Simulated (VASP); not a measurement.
Tc: relaxation of cell and atoms with LDA

Tc:

```
CELL_PARAMETERS angstrom
0.00000 1.92500 1.92500
1.92500 0.00000 1.92500
1.92500 1.92500 0.00000
ATOMIC_POSITIONS crystal
Tc 0.00000 0.00000 0.00000
```

This isn't the form of Tc at room conditions, which is hcp.

| Item | Value |
| --- | --- |
| Program | VASP 6.6.1 |
| Task | relaxation of cell and atoms |
| Functional | LDA |
| Potentials or basis | VASP PAW LDA potentials, release 64 (Tc_pv) |
| Cutoff | 500 eV |
| k mesh | 11 × 11 × 11 |
| Occupations | fermi-dirac, width 0.1 eV |
| Spin | no spin polarisation |
| Dipole correction | no |
| Further INCAR settings | ALGO = Normal; EDIFF = 1e-07; IBRION = 2; EDIFFG = -0.01; NSW = 80; ISIF = 3 |

```
Relaxed volume                        : 13.85 Å³/atom
Relaxed cell                          : a = 2.696 Å, b = 2.696 Å, c = 2.696 Å, α = 60.00°, β = 60.00°, γ = 60.00°
Space group after relaxing (to 0.1 Å) : Fm-3m (No. 225)
Energy gained by relaxing             : 12.9 meV/atom
Ionic steps                           : 4
Pressure after relaxing               : -0.1 GPa
Band gap on the k mesh                : zero (an odd number of electrons rules out a gap without spin polarisation)
```

The path:
```
step  energy change (eV)  largest force (eV/Å)  pressure (GPa)  volume (Å³)
   1              0.0000                0.0000           -9.60        14.27
   2              0.1370                0.0000           41.12        12.57
   3             -0.0129                0.0000           -0.44        13.87
   4             -0.0129                0.0000           -0.07        13.85
```

Final structure:
```xyz
1
Lattice="0.0000 1.9060 1.9060 1.9060 0.0000 1.9060 1.9060 1.9060 0.0000" Properties=species:S:1:pos:R:3 pbc="T T T"
Tc    1.9060    0.0000    1.9060
```

Levels at points of the mesh, in eV from the Fermi level:
| k point | band 3 | band 4 | band 5 | band 6 | band 7 | band 8 | band 9 | band 10 |
| --- | --- | --- | --- | --- | --- | --- | --- | --- |
| (0.00, 0.00, 0.00) | -38.08 | -7.62 | -1.88 | -1.88 | -1.88 | 0.89 | 0.89 | 14.03 |

Run time: 8.3 s on 1 thread of Intel(R) Xeon(R) 6975P-C (Granite Rapids), on a shared host, peak memory 0.12 GiB.
